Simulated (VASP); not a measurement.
# Mg13Zn3O16 (P1) in VASP: notebook, part 2 of 2

VASP 6.6.1. The steps go on from the part before.

### Step 3. Relaxation of volume and atoms at fixed shape, PBEsol

Input file INCAR:

```
PREC = Accurate
ENCUT = 700
EDIFF = 1E-7
ISMEAR = -1
SIGMA = 0.05
LREAL = Auto
LASPH = True
NELM = 120
ALGO = Normal
ISIF = 8
LWAVE = False
LCHARG = False
GGA = PS
IBRION = 2
NSW = 100
EDIFFG = -0.03
ISYM = -1
GGA_COMPAT = False
NELMIN = 4
```

Input file KPOINTS:

```
explicit points
1
Reciprocal
  0.25000000   0.25000000   0.25000000 1
```

Input file POSCAR:

```
Mg13Zn3O16
1.0
    8.4480800000      0.0000000000      0.0000000000
    0.0000000000      8.4480800000      0.0000000000
    0.0000000000      0.0000000000      8.4480800000
O Zn Mg
32 6 26
Direct
    0.2491450000      0.9997550000      0.9957360000
    0.2495370000      0.0005400000      0.5024270000
    0.2502740000      0.5037680000      0.9981890000
    0.2530890000      0.4979920000      0.5009390000
    0.7480990000      0.9999410000      0.9950640000
    0.7471380000      0.0004030000      0.4988030000
    0.7504890000      0.5006390000      0.0004800000
    0.7524860000      0.5004570000      0.5020580000
    0.0005080000      0.2480600000      0.9992360000
    0.9979990000      0.2504660000      0.4998130000
    0.9952680000      0.7508470000      0.0014160000
    0.0022310000      0.7504800000      0.4974520000
    0.4987630000      0.2518810000      0.0009930000
    0.5025340000      0.2508960000      0.4983250000
    0.5026900000      0.7537840000      0.0032650000
    0.4969530000      0.7522390000      0.4962360000
    0.0007000000      0.0000000000      0.2476570000
    0.9991590000      0.0008780000      0.7515110000
    0.0022880000      0.5017310000      0.2464800000
    0.0006400000      0.4966120000      0.7513470000
    0.4970410000      0.0035190000      0.2493960000
    0.4970380000      0.0013170000      0.7541670000
    0.4971830000      0.4992610000      0.2483050000
    0.5010460000      0.5042650000      0.7505410000
    0.2453020000      0.2498700000      0.2475910000
    0.2473040000      0.2509550000      0.7451420000
    0.2523090000      0.7505320000      0.2517220000
    0.2477430000      0.7493080000      0.7458770000
    0.7484220000      0.2482960000      0.2480040000
    0.7467940000      0.2495730000      0.7478990000
    0.7501970000      0.7497870000      0.2497770000
    0.7484960000      0.7497710000      0.7484800000
    0.9998070000      0.0032410000      0.9986390000
    0.2495770000      0.2533590000      0.9990700000
    0.2491590000      0.7529220000      0.9997660000
    0.7511070000      0.2543280000      0.9987170000
    0.7529770000      0.9945440000      0.7507200000
    0.5003920000      0.2459300000      0.2518630000
    0.0019090000      0.0024550000      0.4993580000
    0.9998920000      0.5005800000      0.9966200000
    0.0011730000      0.5008470000      0.5045430000
    0.4987230000      0.0009760000      0.0000690000
    0.5018360000      0.0039330000      0.4971040000
    0.4977560000      0.4959170000      0.0008950000
    0.5009960000      0.5002930000      0.5030840000
    0.2464660000      0.2482000000      0.5005260000
    0.2498370000      0.7495680000      0.5019620000
    0.7503520000      0.2510410000      0.4996520000
    0.7534570000      0.7482060000      0.9997790000
    0.7468890000      0.7513900000      0.4987670000
    0.2486600000      0.0016340000      0.2491560000
    0.2454790000      0.9956880000      0.7488520000
    0.2489480000      0.4952940000      0.2459370000
    0.2498780000      0.5016310000      0.7528700000
    0.7508730000      0.0001220000      0.2514850000
    0.7520540000      0.4956980000      0.2513770000
    0.7521880000      0.4970750000      0.7473590000
    0.0010400000      0.2501960000      0.2507790000
    0.0018950000      0.2560900000      0.7482460000
    0.9967560000      0.7513310000      0.2497320000
    0.0003200000      0.7510910000      0.7485150000
    0.4971970000      0.2462240000      0.7536290000
    0.4998530000      0.7476040000      0.2477940000
    0.4986590000      0.7490380000      0.7511810000
```

Potentials or basis: VASP PAW PBE potentials, release 64 (O, Zn, Mg).

Run with:

```console
$ cat potpaw_PBE.64/O/POTCAR potpaw_PBE.64/Zn/POTCAR potpaw_PBE.64/Mg/POTCAR > POTCAR
$ mpirun -np 1 vasp_std > vasp.out
```

Wall time 33 min (1 thread of Intel Xeon 6975P-C (Granite Rapids), shared host); peak memory 1.2 GiB.

The run converged. Its results:

- Free energy: -382.6367 eV
- Relaxed volume: 9.40 Å³/atom
- Relaxed cell: a = 8.441 Å, b = 8.441 Å, c = 8.441 Å, α = 90.00°, β = 90.00°, γ = 90.00°
- Space group after relaxing (to 0.1 Å): P1 (No. 1)
- Energy gained by relaxing: 7.6 meV/atom
- Ionic steps: 8
- Pressure after relaxing: 0.0 GPa
- Largest force after relaxing: 0.030 eV/Å
- Band gap on the k mesh: 4.26 eV

Forces on the atoms (eV/Å):
```
O    0.016  0.008 -0.008
O   -0.003 -0.007  0.019
O   -0.011 -0.021 -0.011
O    0.002 -0.005  0.004
O   -0.007  0.003  0.000
O    0.007  0.000  0.001
O   -0.004  0.011 -0.014
O   -0.005  0.005  0.004
O   -0.006 -0.014  0.020
O   -0.006 -0.021 -0.020
O    0.017 -0.022 -0.001
O   -0.002  0.006  0.002
O    0.007  0.003 -0.003
O   -0.002  0.006 -0.011
O   -0.004  0.007  0.003
O   -0.004  0.008 -0.019
O    0.001  0.012  0.004
O    0.005 -0.005  0.005
O   -0.003 -0.009 -0.014
O   -0.003  0.001  0.021
O    0.003 -0.005 -0.006
O   -0.006  0.018  0.001
O   -0.008  0.023 -0.009
O   -0.003  0.001 -0.006
O    0.008  0.011 -0.006
O    0.009 -0.003  0.005
O    0.013  0.006 -0.001
O   -0.006  0.000  0.007
O   -0.005  0.007 -0.002
O   -0.008  0.007 -0.008
O   -0.013  0.015  0.001
O    0.002  0.002 -0.001
Zn   0.003 -0.012  0.003
Zn   0.008 -0.008  0.021
Zn   0.005 -0.010 -0.006
Zn   0.012 -0.013  0.012
Zn   0.005  0.014  0.008
Zn   0.002  0.001 -0.003
Mg   0.007  0.006  0.009
Mg  -0.008 -0.013 -0.003
Mg  -0.015 -0.008  0.005
Mg   0.011 -0.004 -0.005
Mg   0.000  0.000 -0.003
Mg  -0.012 -0.014 -0.006
Mg  -0.004  0.005 -0.006
Mg  -0.006 -0.008 -0.001
Mg  -0.013 -0.011  0.009
Mg   0.001  0.015  0.004
Mg   0.009  0.010 -0.007
Mg  -0.003 -0.009  0.007
Mg   0.006 -0.001  0.006
Mg   0.004 -0.002  0.006
Mg  -0.006  0.010  0.006
Mg  -0.017 -0.003 -0.006
Mg   0.010  0.002 -0.004
Mg  -0.002  0.012  0.005
Mg   0.013 -0.005 -0.008
Mg   0.005  0.001  0.008
Mg  -0.009 -0.001  0.006
Mg   0.000  0.004 -0.005
Mg   0.003  0.004  0.003
Mg   0.011 -0.001  0.001
Mg   0.000 -0.002  0.000
Mg   0.001 -0.008 -0.016
```

Stress tensor (GPa, compression positive):
```
 0.03 -0.23 -0.16
-0.23 -0.05 -0.16
-0.16 -0.16 -0.01
```

Step by step:
| step | energy change (eV) | largest force (eV/Å) | pressure (GPa) | volume (Å³) |
| --- | --- | --- | --- | --- |
| 1 | 0.0000 | 0.9654 | 0.02 | 602.94 |
| 2 | -0.3989 | 0.2708 | -0.34 | 603.03 |
| 3 | -0.4074 | 0.2876 | -0.37 | 603.04 |
| 4 | -0.4663 | 0.1307 | 0.11 | 601.08 |
| 5 | -0.4734 | 0.0908 | 0.37 | 600.12 |
| 6 | -0.4821 | 0.0516 | -0.13 | 601.93 |
| 7 | -0.4823 | 0.0494 | -0.22 | 602.25 |
| 8 | -0.4852 | 0.0296 | -0.01 | 601.46 |

Final structure:
```cif
data_structure
_symmetry_space_group_name_H-M 'P 1'
_symmetry_Int_Tables_number 1
_cell_length_a 8.4412
_cell_length_b 8.4412
_cell_length_c 8.4412
_cell_angle_alpha 90.000
_cell_angle_beta 90.000
_cell_angle_gamma 90.000
_cell_volume 601.46
loop_
_atom_site_label
_atom_site_type_symbol
_atom_site_fract_x
_atom_site_fract_y
_atom_site_fract_z
_atom_site_occupancy
O1 O 0.25207 0.00023 0.99997 1
O2 O 0.24989 0.00051 0.49888 1
O3 O 0.25037 0.50081 0.00003 1
O4 O 0.25014 0.50010 0.49926 1
O5 O 0.74661 0.99802 0.00195 1
O6 O 0.74889 0.00010 0.49596 1
O7 O 0.74962 0.50315 0.00020 1
O8 O 0.74948 0.49995 0.49926 1
O9 O 0.99945 0.25307 0.99901 1
O10 O 0.99939 0.25032 0.50005 1
O11 O 0.99623 0.74775 0.99906 1
O12 O 0.99928 0.75027 0.49968 1
O13 O 0.49969 0.25018 0.99707 1
O14 O 0.50002 0.24995 0.50334 1
O15 O 0.50315 0.75045 0.99950 1
O16 O 0.50005 0.75021 0.50018 1
O17 O 0.99983 0.00025 0.25186 1
O18 O 0.00228 0.00026 0.74707 1
O19 O 0.00019 0.50028 0.24912 1
O20 O 0.00005 0.50007 0.74992 1
O21 O 0.49911 0.99748 0.24910 1
O22 O 0.49600 0.99988 0.75005 1
O23 O 0.49974 0.50268 0.24945 1
O24 O 0.49935 0.50001 0.75061 1
O25 O 0.24665 0.25007 0.25248 1
O26 O 0.24905 0.25009 0.74632 1
O27 O 0.24937 0.75040 0.25257 1
O28 O 0.24933 0.75014 0.74641 1
O29 O 0.75292 0.25021 0.25260 1
O30 O 0.74979 0.25250 0.74682 1
O31 O 0.75013 0.75016 0.24963 1
O32 O 0.74961 0.74721 0.74922 1
Zn1 Zn 0.99913 0.00014 0.99973 1
Zn2 Zn 0.24944 0.25072 0.99875 1
Zn3 Zn 0.25010 0.75033 0.99974 1
Zn4 Zn 0.74945 0.25105 0.99930 1
Zn5 Zn 0.74886 0.99949 0.74873 1
Zn6 Zn 0.49960 0.24996 0.25056 1
Mg1 Mg 0.99940 0.00027 0.49936 1
Mg2 Mg 0.99999 0.50057 0.99954 1
Mg3 Mg 0.99994 0.50017 0.49955 1
Mg4 Mg 0.49950 0.00091 0.99975 1
Mg5 Mg 0.49938 0.00020 0.49963 1
Mg6 Mg 0.49994 0.50003 0.00016 1
Mg7 Mg 0.49985 0.49995 0.49986 1
Mg8 Mg 0.24960 0.25017 0.49954 1
Mg9 Mg 0.24983 0.75052 0.49937 1
Mg10 Mg 0.74968 0.24981 0.49964 1
Mg11 Mg 0.74968 0.75067 0.99953 1
Mg12 Mg 0.74966 0.75026 0.49933 1
Mg13 Mg 0.24941 0.00062 0.24875 1
Mg14 Mg 0.24905 0.00021 0.75002 1
Mg15 Mg 0.25002 0.49975 0.24929 1
Mg16 Mg 0.24985 0.50031 0.74989 1
Mg17 Mg 0.74942 0.00065 0.24886 1
Mg18 Mg 0.74982 0.49966 0.24942 1
Mg19 Mg 0.74956 0.50001 0.74991 1
Mg20 Mg 0.99968 0.25002 0.24875 1
Mg21 Mg 0.99929 0.24966 0.75002 1
Mg22 Mg 0.99980 0.75034 0.24914 1
Mg23 Mg 0.99956 0.75053 0.74987 1
Mg24 Mg 0.49958 0.24981 0.75016 1
Mg25 Mg 0.49967 0.75031 0.24944 1
Mg26 Mg 0.49948 0.75041 0.75022 1
```

Levels at points of the mesh, in eV from the valence-band top:
```tsv
k point	band 155	band 156	band 157	band 158	band 159	band 160	band 161	band 162
(0.25, 0.25, 0.25)	-0.37	-0.31	-0.22	0.00	4.26	5.54	5.78	6.12
```

Caveat: the PAW data sets were made with another functional, which shifts forces and pressure a little; a shifted mesh leaves out Γ, where band edges can lie.
